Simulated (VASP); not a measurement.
Set up this calculation in VASP 6.6.1, as the native input.

* Task: single point
* Functional: PBE
* Potentials or basis: VASP PAW PBE potentials, release 64 (Zr_sv, C)
* Cutoff: 520 eV
* k mesh: 7 × 7 × 4
* Occupations: fermi-dirac, width 0.05 eV
* Spin: no spin polarisation
* Dipole correction: no
* Further INCAR settings: ALGO = Normal; EDIFF = 1e-07; NBANDS = 24

The structure of ZrC lies in POSCAR:

```
ZrC
1.0
    3.3914762718      0.0000000000      0.0000000000
   -1.6957381359      2.9371046077      0.0000000000
    0.0000000000      0.0000000000      5.2900530000
Zr C
2 2
Direct
    0.6666666667      0.3333333333      0.7500000000
    0.3333333333      0.6666666667      0.2500000000
    0.0000000000      0.0000000000      0.5000000000
    0.0000000000      0.0000000000      0.0000000000
```

These files were run (other wordings do the same):

INCAR

```
SYSTEM = ZrC
PREC     = Accurate       ! precision mode
ENCUT    = 520            ! plane-wave cutoff, eV
EDIFF    = 1E-7           ! SCF threshold, eV
ISMEAR   = -1             ! smearing method
SIGMA    = 0.05           ! smearing width, eV
LREAL    = .FALSE.        ! projectors in reciprocal space
LASPH    = .TRUE.         ! aspherical terms in the spheres
NELM     = 100            ! most SCF steps
ALGO     = Normal         ! electronic algorithm
ISIF     = 2              ! what is computed and relaxed
LWAVE    = .FALSE.        ! write WAVECAR
LCHARG   = .FALSE.        ! write CHGCAR
GGA      = PE             ! functional
NBANDS   = 24             ! bands
```

KPOINTS

```
regular mesh
0
G
  7 7 4
  0 0 0
```

Potentials or basis: VASP PAW PBE potentials, release 64 (Zr_sv, C).

Command:

```console
$ cat potpaw_PBE.64/Zr_sv/POTCAR potpaw_PBE.64/C/POTCAR > POTCAR
$ mpirun -np 1 vasp_std > vasp.out
```

It gave:

```json
{
 "Pressure": "-2.1 GPa",
 "Band gap on the k mesh": "zero (bands 16 and 17 overlap by 1.11 eV)"
}
```

Run time: 73 s on 1 thread of Intel Xeon 8259CL, on a shared host, peak memory 0.18 GiB.
